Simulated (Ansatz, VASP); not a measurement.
## One calculation of Rh, two programs

The input INCAR:

```
PREC     = Accurate       # precision mode
ENCUT    = 520            # plane-wave cutoff, eV
EDIFF    = 1E-6           # SCF threshold, eV
ISMEAR   = 0              # smearing method
SIGMA    = 0.15           # smearing width, eV
LREAL    = F              # projectors in reciprocal space
LASPH    = T              # aspherical terms in the spheres
NELM     = 80             # most SCF steps
ALGO     = Fast           # electronic algorithm
ISIF     = 2              # what is computed and relaxed
LWAVE    = F              # write WAVECAR
LCHARG   = F              # write CHGCAR
GGA      = CA             # functional
NBANDS   = 14             # bands
```

Contents of KPOINTS:

```
regular mesh
0
Gamma
  20 20 20
```

Contents of POSCAR:

```
Rh
1.0
   -0.0938517631      1.9271521032      1.8770352617
    1.9271521032     -0.0938517631      1.8770352617
    1.8333003401      1.8333003401      0.0000000000
Rh
1
Direct
    0.0000000000      0.0000000000      0.0000000000
```

Input for Ansatz:

```yaml
crystal:
  lattice:
    - [-0.0938517631, 1.9271521032, 1.8770352617]
    - [1.9271521032, -0.0938517631, 1.8770352617]
    - [1.8333003401, 1.8333003401, 0.0]
  atoms:
    - { symbol: Rh, position: [0.0, 0.0, 0.0] }
basis:
  ecutwfc: 420
kpoints:
  mp_grid: { grid: [20, 20, 20] }
hamiltonian:
  xc: lda
  pseudopotentials: { kind: paw, azcp: { folder: soft_1 } }
scf:
  occupations: { method: gaussian, width: 0.15 }
output:
  forces: true
  stress: true
  eigenvalues: true
```

Change from the starting cell: engineering shear strain xy -0.1000, equal normal strain along x and y +0.0267.

Alike in both runs: task single point; functional LDA; k mesh 20 × 20 × 20; occupations gaussian, width 0.15 eV; no spin polarisation.

|  | VASP | Ansatz |
| --- | --- | --- |
| version | VASP 6.6.1 | Ansatz 0.2.0 |
| potentials or method | VASP PAW LDA potentials, release 64 (Rh_pv), cutoff 520 eV | scalar-relativistic, plane waves, PAW |
| valence electrons in the cell | 15 | 17 |

|  | VASP | Ansatz | Ansatz less VASP |
| --- | --- | --- | --- |
| gap on the k mesh at the Fermi level (eV) | none | none | - |
| pressure (GPa) | -10.9 | -11.4 | -0.58 |
| traceless stress, the component that is largest in VASP (GPa) | 15.85 | 15.77 | -0.076 |

Ansatz warns that its potentials were made for another functional, while VASP's fit it. LDA's correlation is that of Perdew and Zunger in VASP and of Perdew and Wang (1992) in Ansatz. A gap of «none» marks a metal or a gap that the smearing closes. VASP's potentials hold 15 valence electrons a cell and Ansatz's 17, so a difference there can come from the potentials and not from the codes.
